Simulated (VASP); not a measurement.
Input of a VASP 6.6.1 run:

Contents of INCAR:

```
PREC = Accurate
ENCUT = 520
EDIFF = 1E-6
ISMEAR = -1
SIGMA = 0.01
LREAL = Auto
LASPH = T
NELM = 80
ALGO = Normal
ISIF = 2
LWAVE = F
LCHARG = F
GGA = PE
NBANDS = 270
NELECT = 476.0
```

KPOINTS

```
Automatic mesh
0
Gamma
  1 1 1
```

The input POSCAR:

```
W18Se36F
1.0
    9.7497821431      0.0000000862      0.0000000000
   -4.8748911462      8.4435589742      0.0000000000
    0.0000000000      0.0000000000     12.8261208300
W Se F
18 36 1
Direct
    0.2224849844      0.1106655081      0.7479781116
    0.1105834503      0.2224993673      0.2522549420
    0.2205383813      0.4435635532      0.7442958228
    0.1105797968      0.5547558348      0.2522484840
    0.2224975378      0.7784180246      0.7479836722
    0.1125323339      0.8896071852      0.2559440417
    0.5547571663      0.1106737476      0.7479840115
    0.4434744410      0.2205556943      0.2559318356
    0.5556397890      0.4447205505      0.7480227892
    0.4446218650      0.5556506687      0.2522027529
    0.5556451505      0.7775339857      0.7480169042
    0.4434722614      0.8896102646      0.2559305151
    0.8896022230      0.1126297816      0.7442972304
    0.7783109637      0.2225067318      0.2522510466
    0.8895931255      0.4435745715      0.7443065458
    0.7774340360      0.5556597062      0.2522071447
    0.8884540283      0.7775312478      0.7480215083
    0.7774360521      0.8884711317      0.2522101487
    0.1103459685      0.2228203290      0.8767208398
    0.2207872941      0.1123052777      0.3853311620
    0.1122938757      0.2208751645      0.6149002826
    0.2227226496      0.1103467967      0.1235103843
    0.1103528125      0.5541216092      0.8767267505
    0.2219796670      0.4443253299      0.3828499365
    0.1122842055      0.5580059854      0.6149123576
    0.2225406312      0.4445983423      0.1211467504
    0.1105261937      0.8885604451      0.8790798120
    0.2207863341      0.7751572619      0.3853264531
    0.1111078680      0.8888464049      0.6173768144
    0.2227226204      0.7790511676      0.1235070127
    0.4446027049      0.2226448793      0.8790799782
    0.5579017949      0.1123023278      0.3853317545
    0.4443194297      0.2220642323      0.6173861326
    0.5540177687      0.1103547790      0.1235048559
    0.4385346777      0.5525745428      0.8761912386
    0.5559384985      0.4454829671      0.3837294897
    0.4454637936      0.5560297400      0.6164974897
    0.5524783904      0.4385468033      0.1240300307
    0.4446151377      0.8885656701      0.8790825780
    0.5559336395      0.7771420761      0.3837238552
    0.4443106373      0.8888550092      0.6173722326
    0.5524769381      0.7806148407      0.1240374245
    0.7790510645      0.2228209147      0.8767296715
    0.8887572876      0.1111236763      0.3828525851
    0.7751637275      0.2208862166      0.6149089756
    0.8884671295      0.1105442055      0.1211512892
    0.7805936160      0.5525754358      0.8761985648
    0.8887548999      0.4443323459      0.3828507094
    0.7771297500      0.5560363947      0.6165040806
    0.8884664934      0.4446170334      0.1211464164
    0.7806058926      0.8946402239      0.8761940289
    0.8876009998      0.7771441423      0.3837329589
    0.7771407660      0.8877063073      0.6164946883
    0.8945472534      0.7806228443      0.1240389404
    0.6665227523      0.6665874551      0.0001165994
```

Potentials or basis: VASP PAW PBE potentials, release 64 (W_sv, Se, F).

The run is started by

```sh
$ cat potpaw_PBE.64/W_sv/POTCAR potpaw_PBE.64/Se/POTCAR potpaw_PBE.64/F/POTCAR > POTCAR
$ mpirun -np 1 vasp_gam > vasp.out
```

(1) Estimate the largest force.

Answers

(1) 0.064 eV/Å.

Caveat: the k points lie up to 0.74 Å⁻¹ apart; the cell carries a net charge on a neutralising background, which shifts energy and pressure.
